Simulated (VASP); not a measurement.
# InAs (F-43m) in VASP: further runs, part 2 of 2

VASP 6.6.1. The steps go on from the part before.

### 5 Single point, r2SCAN (strain +2.0%)

POSCAR reads:

```
InAs
1.0
    0.0000000000      3.1156822825      3.1156822825
    3.1156822825      0.0000000000      3.1156822825
    3.1156822825      3.1156822825      0.0000000000
In As
1 1
Direct
    0.0000000000      0.0000000000      0.0000000000
    0.2500000000      0.2500000000      0.2500000000
```

INCAR.step1 reads:

```
  PREC = Accurate
  ENCUT = 520
  ISMEAR = -1
  SIGMA = 0.02
  LREAL = F
  LASPH = T
  NELM = 80
  NBANDS = 16
  GGA = PE
  ALGO = Normal
  EDIFF = 1E-4
  LWAVE = T
  LCHARG = F
```

INCAR.step2 reads:

```
  PREC = Accurate
  ENCUT = 520
  EDIFF = 1E-6
  ISMEAR = -1
  SIGMA = 0.02
  LREAL = F
  LASPH = T
  NELM = 80
  ALGO = Normal
  ISIF = 2
  LWAVE = F
  LCHARG = F
  METAGGA = R2SCAN
  LMIXTAU = T
  NBANDS = 16
  ISTART = 1
```

KPOINTS reads:

```
Automatic mesh
0
Gamma
  8 8 8
```

Potentials or basis: VASP PAW PBE potentials, release 64 (In_d, As).

On the command line:

```sh
$ cat potpaw_PBE.64/In_d/POTCAR potpaw_PBE.64/As/POTCAR > POTCAR
$ cp INCAR.step1 INCAR
$ mpirun -np 1 vasp_std > vasp.out
$ cp INCAR.step2 INCAR
$ mpirun -np 1 vasp_std > vasp.out
```

OUTCAR:

```text
PREC = Accurate
   ENCUT = 520
   EDIFF = 1E-6
   ISMEAR = -1
   LREAL = F
   LASPH = T
   NELM = 80
   ISIF = 2
   METAGGA = R2SCAN
   ISTART = 1

 ion  position               nearest neighbor table
   1  0.000  0.000  0.000-   2 2.70   2 2.70   2 2.70   2 2.70
   2  0.250  0.250  0.250-   1 2.70   1 2.70   1 2.70   1 2.70

  LATTYP: Found a face centered cubic cell.
 ALAT       =     6.2313645650

  Lattice vectors:

 A1 = (   0.0000000000,   3.1156822825,   3.1156822825)
[... 642 lines left out ...]
------------------------ aborting loop because EDIFF is reached ----------------------------------------

  FORCE on cell =-STRESS in cart. coord.  units (eV):
  Direction    XX          YY          ZZ          XY          YZ          ZX
  --------------------------------------------------------------------------------------
  -------------------------------------------------------------------------------------
  Total       -1.1181990     -1.1181990     -1.1181990     -0.0000000      0.0000000      0.0000000
  in kB      -29.6169408    -29.6169408    -29.6169408     -0.0000000      0.0000000      0.0000000
  external PRESSURE =     -29.6169408 kB  Pullay stress =       0.0000000 kB

 VOLUME and BASIS-vectors are now :
 -----------------------------------------------------------------------------
  energy-cutoff  :      520.00
  volume of cell :       60.49
      direct lattice vectors                 reciprocal lattice vectors
     0.000000000  3.115682282  3.115682282    -0.160478494  0.160478494  0.160478494
     3.115682282  0.000000000  3.115682282     0.160478494 -0.160478494  0.160478494
     3.115682282  3.115682282  0.000000000     0.160478494  0.160478494 -0.160478494

 POSITION                                       TOTAL-FORCE (eV/Angst)
 -----------------------------------------------------------------------------------
      0.00000      0.00000      0.00000         0.000000     -0.000000      0.000000
      1.55784      1.55784      1.55784        -0.000000      0.000000     -0.000000
 -----------------------------------------------------------------------------------
    total drift:                               -0.000002     -0.000002     -0.000002

  FREE ENERGIE OF THE ION-ELECTRON SYSTEM (eV)
  ---------------------------------------------------
  free  energy   TOTEN  =       -38.0257358708 eV

  energy  without entropy=      -38.0255852463  energy(sigma->0) =      -38.02566056
```

OSZICAR.step1:

```text
N       E                     dE             d eps       ncg     rms          rms(c)
DAV:   1     0.113175323405E+03    0.11318E+03   -0.81585E+03   936   0.117E+03
DAV:   2    -0.409930410135E-01   -0.11322E+03   -0.10877E+03  1000   0.296E+02
DAV:   3    -0.774725196759E+01   -0.77063E+01   -0.76658E+01  1200   0.752E+01
DAV:   4    -0.795066753748E+01   -0.20342E+00   -0.20337E+00  1128   0.138E+01
DAV:   5    -0.796248448391E+01   -0.11817E-01   -0.11817E-01  1408   0.286E+00    0.390E+00
DAV:   6    -0.772859088322E+01    0.23389E+00   -0.36780E-01  1440   0.929E+00    0.217E+00
DAV:   7    -0.771059382791E+01    0.17997E-01   -0.10019E-01  1232   0.254E+00    0.697E-01
DAV:   8    -0.771204958106E+01   -0.14558E-02   -0.11172E-02  1160   0.117E+00    0.146E-01
DAV:   9    -0.771269226825E+01   -0.64269E-03   -0.93625E-04  1096   0.283E-01    0.905E-02
DAV:  10    -0.771284409265E+01   -0.15182E-03   -0.14999E-04  1128   0.150E-01    0.448E-02
DAV:  11    -0.771289563361E+01   -0.51541E-04   -0.11158E-04  1000   0.107E-01
   1 F= -.77128956E+01 E0= -.77128202E+01  d E =-.150840E-03
```

It took 2.5 min on 1 thread of AMD EPYC 7R13, shared host; peak memory 0.23 GiB.

Results:

```
Free energy            : -38.0257 eV
Pressure               : -3.0 GPa
Band gap on the k mesh : zero (filled and empty bands touch)
```

Levels at points of the mesh, in eV from the Fermi level:
```tsv
k point	band 6	band 7	band 8	band 9	band 10	band 11	band 12	band 13
(0.00, 0.00, 0.00)	-11.75	-0.26	-0.01	-0.01	-0.01	4.20	4.20	4.20
(0.50, 0.00, 0.00)	-10.48	-5.45	-0.90	-0.90	1.09	4.97	4.97	7.11
(0.50, 0.50, 0.00)	-10.01	-5.57	-2.12	-2.12	1.94	2.29	9.21	9.28
```

Caveat: the cell differs from its parent crystal (strain +2.0%); semilocal functionals underestimate gaps, and a narrow one can read as zero; the PAW data sets were made with another functional, which shifts forces and pressure a little; spin-orbit coupling is left out, which moves the levels of the heavy elements.

### 6 Single point, r2SCAN (strain +3.0%)

POSCAR reads:

```
InAs
1.0
    0.0000000000      3.1462281872      3.1462281872
    3.1462281872      0.0000000000      3.1462281872
    3.1462281872      3.1462281872      0.0000000000
In As
1 1
Direct
    0.0000000000      0.0000000000      0.0000000000
    0.2500000000      0.2500000000      0.2500000000
```

INCAR.step1 reads:

```
SYSTEM = InAs
PREC = Accurate
ENCUT = 520
ISMEAR = -1
SIGMA = 0.02
LREAL = .FALSE.
LASPH = .TRUE.
NELM = 80
NBANDS = 16
GGA = PE
ALGO = Normal
EDIFF = 1E-4
LWAVE = .TRUE.
LCHARG = .FALSE.
```

INCAR.step2 reads:

```
SYSTEM = InAs
PREC = Accurate
ENCUT = 520
EDIFF = 1E-7
ISMEAR = -1
SIGMA = 0.02
LREAL = .FALSE.
LASPH = .TRUE.
NELM = 80
ALGO = Normal
ISIF = 2
LWAVE = .FALSE.
LCHARG = .TRUE.
METAGGA = R2SCAN
LMIXTAU = .TRUE.
LELF = .TRUE.
LVHAR = .TRUE.
NBANDS = 16
ISTART = 1
```

KPOINTS reads:

```
regular mesh
0
G
  8 8 8
  0 0 0
```

Potentials or basis: VASP PAW PBE potentials, release 64 (In_d, As).

On the command line:

```sh
$ cat potpaw_PBE.64/In_d/POTCAR potpaw_PBE.64/As/POTCAR > POTCAR
$ cp INCAR.step1 INCAR
$ mpirun -np 1 vasp_std > vasp.out
$ cp INCAR.step2 INCAR
$ mpirun -np 1 vasp_std > vasp.out
```

It took 2.5 min on 1 thread of AMD EPYC 7R13, shared host; peak memory 0.23 GiB.

It converged, with:

| Property | Result |
| --- | --- |
| Free energy | -37.9862 eV |
| Pressure | -4.1 GPa |
| Band gap on the k mesh | zero (filled and empty bands touch) |

Levels at points of the mesh, in eV from the Fermi level:
| k point | band 5 | band 6 | band 7 | band 8 | band 9 | band 10 | band 11 | band 12 | band 13 | band 14 |
| --- | --- | --- | --- | --- | --- | --- | --- | --- | --- | --- |
| (0.00, 0.00, 0.00) | -14.58 | -11.59 | -0.42 | -0.01 | -0.01 | -0.01 | 4.18 | 4.18 | 4.18 | 7.59 |
| (0.50, 0.00, 0.00) | -14.57 | -10.40 | -5.32 | -0.87 | -0.87 | 1.02 | 4.94 | 4.94 | 7.03 | 9.01 |
| (0.50, 0.50, 0.00) | -14.56 | -9.95 | -5.46 | -2.03 | -2.03 | 1.98 | 2.27 | 9.03 | 9.07 | 9.07 |

Caveat: the cell differs from its parent crystal (strain +3.0%); the cell stands under tension; semilocal functionals underestimate gaps, and a narrow one can read as zero; the PAW data sets were made with another functional, which shifts forces and pressure a little; spin-orbit coupling is left out, which moves the levels of the heavy elements.

### 7 Overview

| level | potentials or basis | cell | cutoff (eV) | gap on the mesh (eV) | pressure (GPa) |
| --- | --- | --- | --- | --- | --- |
| PBE | VASP PAW PBE potentials, release 64 (In_d, As_d) | a = 4.190 Å, angles 60.0°, 2 atoms | 510 | 0.11 | 8.5 |
| r2SCAN | VASP PAW PBE potentials, release 64 (In_d, As_d) | a = 4.190 Å, angles 60.0°, 2 atoms | 560 | 0.58 | 6.5 |
| r2SCAN | VASP PAW PBE potentials, release 64 (In_d, As_d) | a = 4.277 Å, angles 60.0°, 2 atoms | 560 | 0.24 | 1.9 |
| r2SCAN | VASP PAW PBE potentials, release 64 (In_d, As) | a = 4.406 Å, angles 60.0°, 2 atoms | 520 | none | -3.0 |
| r2SCAN | VASP PAW PBE potentials, release 64 (In_d, As) | a = 4.449 Å, angles 60.0°, 2 atoms | 520 | none | -4.1 |

Alike in all rows: task single point; no spin polarisation; k mesh 8 × 8 × 8; smearing fermi-dirac 0.02 eV.

Caveats: semilocal functionals underestimate gaps, and a narrow one can read as zero; spin-orbit coupling is left out, which moves the levels of the heavy elements; the PAW data sets were made with another functional, which shifts forces and pressure a little (at least some runs); the cell stands under pressure (at least some runs); the cell stands under tension (at least some runs).

Absolute energies hang on the potentials; compare differences alone.
